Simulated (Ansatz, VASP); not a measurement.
# Ag: VASP beside Ansatz

Contents of INCAR:

```
  PREC = Accurate
  ENCUT = 400
  EDIFF = 1E-8
  ISMEAR = -1
  SIGMA = 0.03
  LREAL = False
  LASPH = True
  NELM = 120
  ALGO = Normal
  ISIF = 2
  LWAVE = False
  LCHARG = False
  GGA = PS
  LEFG = True
  NBANDS = 12
  GGA_COMPAT = False
```

Contents of KPOINTS:

```
Automatic mesh
0
Gamma
  15 15 15
```

The input POSCAR:

```
Ag
1.0
    0.0000000000      2.0431000000      2.0226690000
    2.0431000000      0.0000000000      2.0226690000
    2.0431000000      2.0431000000      0.0000000000
Ag
1
Direct
    0.0000000000      0.0000000000      0.0000000000
```

Input for Ansatz:

```yaml
crystal:
  lattice:
    - [0.0, 2.0431, 2.022669]
    - [2.0431, 0.0, 2.022669]
    - [2.0431, 2.0431, 0.0]
  atoms:
    - { symbol: Ag, position: [0.0, 0.0, 0.0] }
kpoints:
  mp_grid: { grid: [15, 15, 15] }
scf:
  occupations: { method: fermi_dirac, width: 0.03 }
hamiltonian:
  xc: pbesol
  pseudopotentials: { kind: paw }
output:
  forces: true
  stress: true
  eigenvalues: true
  efg: { contact_densities: true }
  write_density: true
  write_potential: true
  elf: true
  volumetric_format: npy
```

Change from the starting cell: zz strain of -1 %, PAW files.

Alike in both runs: task electric field gradients; functional PBEsol; k mesh 15 × 15 × 15; occupations fermi-dirac, width 0.03 eV; no spin polarisation.

|  | VASP | Ansatz |
| --- | --- | --- |
| version | VASP 6.6.1 | Ansatz 0.2.0 |
| potentials or method | VASP PAW PBE potentials, release 64 (Ag) | PAW with Ansatz's default frozen-core files, scalar-relativistic |
| plane-wave cutoff (eV) | 400 | 420 |
| valence electrons in the cell | 11 | 19 |

Ansatz gave:

```
pressure (GPa)                                       : -1.7
size of Vzz on the site where it differs most (V/Å²) : 1.2
```

Problem. What did VASP give for the same quantities?

Solution. Pressure (GPa): -2.2; size of Vzz on the site where it differs most (V/Å²): 0.9.

VASP's potentials were made for PBE, not for PBEsol. With one functional, cell and mesh, what is left measures potentials, basis and numerics. VASP's potentials hold 11 valence electrons a cell and Ansatz's 19, so a difference there can come from the potentials and not from the codes.
